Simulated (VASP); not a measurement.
Input of a VASP 6.6.1 run:

File INCAR:

```
SYSTEM = In
ALGO = Normal ; EDIFF = 1E-6
ENCUT = 520 ; ISIF = 2
ISMEAR = -1 ; LASPH = .True.
LCHARG = .False. ; LREAL = .False.
LWAVE = .False. ; NBANDS = 20
NELM = 80 ; PREC = Accurate
SIGMA = 0.1
```

Contents of KPOINTS:

```
k-points
0
Gamma
  16 16 16
  0 0 0
```

POSCAR

```
In
1.0
   -2.4422476684      2.4422476684      1.2904173967
    2.4422476684     -2.4422476684      1.2904173967
    2.4422476684      2.4422476684     -1.2904173967
In
2
Direct
   -0.3750000000     -0.1250000000     -0.2500000000
    0.3750000000      0.1250000000      0.2500000000
```

Potentials or basis: VASP PAW LDA potentials, release 64 (In_d).

The run is started by

```sh
$ cat potpaw_LDA.64/In_d/POTCAR > POTCAR
$ mpirun -np 1 vasp_std > vasp.out
```

(1) Predict the pressure.

(2) Estimate the band gap on the k mesh.

Results:

(1) 91.0 GPa.

(2) zero (band 13 reaches 19.02 eV, above the bottom of band 14 at 9.43 eV).

Caveat: spin-orbit coupling is left out, which moves the levels of the heavy elements.
